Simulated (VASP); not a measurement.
The system is Cr.

```
CELL_PARAMETERS angstrom
2.88128 0.00000 0.00000
-1.44064 2.49526 0.00000
0.00000 0.00000 7.84738
ATOMIC_POSITIONS crystal
Cr 0.00000 0.00000 0.25000
Cr 0.00000 0.00000 0.75000
Cr 0.33333 0.66667 0.75000
Cr 0.66667 0.33333 0.25000
```

```yaml
Program: VASP 6.6.1
Task: relaxation of cell and atoms
Functional: PBE
Potentials_or_basis: VASP PAW PBE potentials, release 64 (Cr_pv)
Cutoff: 600 eV
k_mesh: 6 × 6 × 2
Occupations: gaussian, width 0.1 eV
Spin: no spin polarisation
```

At the start: pressure 141.3 GPa; volume 14.10 Å³/atom.

Q: Where does the relaxation end?

A: Over 20 steps the energy falls by 4960.4 meV/atom and the volume is 13.84 Å³/atom (-1.9 %); space group P6_3/mmc (No. 194, to 0.05 Å).

Step by step:
```csv
step,energy change (eV),largest force (eV/Å),pressure (GPa),volume (Å³)
1,0.0000,0.0000,141.32,56.42
2,16.3987,0.0000,-60.11,195.82
3,-11.0626,0.0000,-18.91,113.54
4,-12.8456,0.0000,-17.48,103.70
5,-13.5704,0.0000,5.99,78.47
6,-13.9400,0.0000,-10.34,89.72
7,-13.9962,0.0000,-7.62,86.96
8,-13.9976,0.0000,-6.93,86.29
9,-15.2913,0.0000,-9.47,77.45
10,-17.5922,0.0000,-9.48,65.47
11,-14.8840,0.0000,105.06,40.95
12,-14.6724,0.0000,8.31,60.18
13,-18.6178,0.0000,22.58,50.62
14,-19.5248,0.0000,12.01,52.43
15,-19.5383,0.0000,15.61,51.59
16,-19.4688,0.0000,9.05,52.96
17,-19.7370,0.0000,11.30,52.24
18,-19.7423,0.0000,10.44,52.39
19,-19.8370,0.0000,-1.91,56.03
20,-19.8415,0.0000,0.02,55.35
```

Final structure:
```xyz
4
Lattice="3.7969 0.0000 0.0000 -1.8985 3.2883 0.0000 0.0000 0.0000 4.4330" Properties=species:S:1:pos:R:3 pbc="T T T"
Cr    0.0000    0.0000    1.1082
Cr    0.0000    0.0000    3.3247
Cr    0.0000    2.1922    3.3247
Cr    1.8985    1.0961    1.1082
```

Caveat: the k points lie up to 0.71 Å⁻¹ apart in the final cell; the run has no spin polarisation, though such a crystal can be magnetic.
